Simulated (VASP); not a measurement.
Crystal: Nb.

```xyz
1
Lattice="-1.6511 1.6511 1.6511 1.6511 -1.6511 1.6511 1.6511 1.6511 -1.6511" Properties=species:S:1:pos:R:3 pbc="T T T"
Nb    0.0000    0.0000    0.0000
```

Base run:

```yaml
Program: VASP 6.6.1
Functional: r2SCAN
Potentials_or_basis: VASP PAW PBE potentials, release 64 (Nb_sv)
Cutoff: 520 eV
k_mesh: 14 × 14 × 14
Occupations: fermi-dirac, width 0.1 eV
Spin: no spin polarisation
```

Its results: pressure 0.5 GPa.

Task: The run is repeated on the same cell with these changes: k mesh from 14 × 14 × 14 to 5 × 5 × 5. What comes out?

Result: Pressure -0.7 GPa.

Caveats: some runs use coarse meshes; the PAW data sets were made with another functional, which shifts forces and pressure a little.
